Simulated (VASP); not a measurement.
Set up this calculation in VASP 6.6.1, as the native input.

| Property | Result |
| --- | --- |
| Task | single point |
| Functional | PBEsol |
| Potentials or basis | VASP PAW PBE potentials, release 64 (Ta_pv, As) |
| Cutoff | 520 eV |
| k mesh | 11 × 11 × 11 |
| Occupations | fermi-dirac, width 0.05 eV |
| Spin | no spin polarisation |
| Hubbard terms | Ta d U = 8.0 eV |
| Dipole correction | no |
| Further INCAR settings | ALGO = Normal; EDIFF = 1e-07; NBANDS = 24 |

The structure of TaAs lies in POSCAR:

```
TaAs
1.0
   -1.7218133622      1.7218133622      5.8679415361
    1.7218133622     -1.7218133622      5.8679415361
    1.7218133622      1.7218133622     -5.8679415361
Ta As
2 2
Direct
    0.4999673000      0.4999673000      0.0000000000
    0.2499673000      0.7499673000      0.5000000000
    0.0826321200      0.0826321200      0.0000000000
    0.8326321200      0.3326321200      0.5000000000
```

These files were run (other wordings do the same):

INCAR

```
SYSTEM = TaAs
PREC = Accurate
ENCUT = 520
EDIFF = 1E-7
ISMEAR = -1
SIGMA = 0.05
LREAL = .False.
LASPH = .True.
NELM = 150
ALGO = Normal
ISIF = 2
LWAVE = .False.
LCHARG = .False.
LMAXMIX = 4
LDAU = .True.
LDAUTYPE = 2
LDAUL = 2 -1
LDAUU = 8 0
LDAUJ = 0 0
LDAUPRINT = 1
GGA = PS
NBANDS = 24
```

KPOINTS

```
regular mesh
0
Gamma
  11 11 11
  0 0 0
```

Potentials or basis: VASP PAW PBE potentials, release 64 (Ta_pv, As).

The run is started by

```sh
$ cat potpaw_PBE.64/Ta_pv/POTCAR potpaw_PBE.64/As/POTCAR > POTCAR
$ mpirun -np 1 vasp_std > vasp.out
```

It gave:

The pressure is 10.4 GPa, the largest force is 0.029 eV/Å and the band gap on the k mesh is zero (bands 16 and 17 overlap by 0.03 eV).

Caveat: the cell stands under pressure; the PAW data sets were made with another functional, which shifts forces and pressure a little; spin-orbit coupling is left out, which moves the levels of the heavy elements; U without spin polarisation on a metal has little footing; the U is typed as a test and isn't derived for this compound.

It took 4.2 min on 1 thread of AMD EPYC 9R45 96-Core Processor (Zen 5), with other jobs on the host, peak memory 0.41 GiB.
